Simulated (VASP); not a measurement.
Mg2Re: single point with PBE

Mg2Re:

```xyz
3
Lattice="-1.3858 1.3858 6.9353 1.3858 -1.3858 6.9353 1.3858 1.3858 -6.9353" Properties=species:S:1:pos:R:3 pbc="T T T"
Mg    0.0000    0.0000    9.0650
Mg    0.0000    0.0000    4.8056
Re    0.0000    0.0000    0.0000
```

```
Program             : VASP 6.6.1
Task                : single point
Functional          : PBE
Potentials or basis : VASP PAW PBE potentials, release 64 (Mg, Re)
Cutoff              : 520 eV
k mesh              : 6 × 6 × 6
Occupations         : gaussian, width 0.1 eV
Spin                : no spin polarisation
```

The pressure is -0.3 GPa.

Stress tensor (GPa, compression positive):
```
-0.36  0.00  0.00
 0.00 -0.36  0.00
 0.00  0.00 -0.04
```

Levels at points of the mesh, in eV from the Fermi level:
| k point | band 2 | band 3 | band 4 | band 5 | band 6 | band 7 | band 8 | band 9 | band 10 | band 11 |
| --- | --- | --- | --- | --- | --- | --- | --- | --- | --- | --- |
| (0.00, 0.00, 0.00) | -5.58 | -4.51 | -3.98 | -1.94 | 0.80 | 0.80 | 2.43 | 4.40 | 8.33 | 9.12 |
| (0.50, 0.00, 0.00) | -4.30 | -2.60 | -2.40 | -1.27 | -0.15 | 0.09 | 1.32 | 2.01 | 4.40 | 6.19 |
| (0.50, 0.50, 0.00) | -2.82 | -2.79 | -0.92 | 1.48 | 2.41 | 2.84 | 2.93 | 4.38 | 4.41 | 4.94 |
| (0.50, 0.50, 0.50) | -6.73 | -3.98 | -3.89 | -0.91 | 0.80 | 0.80 | 2.43 | 2.57 | 9.73 | 9.85 |

Wall time 78 s on 1 thread of Intel(R) Xeon(R) Platinum 8559C (Emerald Rapids), on a shared host, peak memory 0.39 GiB.

Caveat: the k points lie up to 0.53 Å⁻¹ apart; spin-orbit coupling is left out, which moves the levels of the heavy elements.
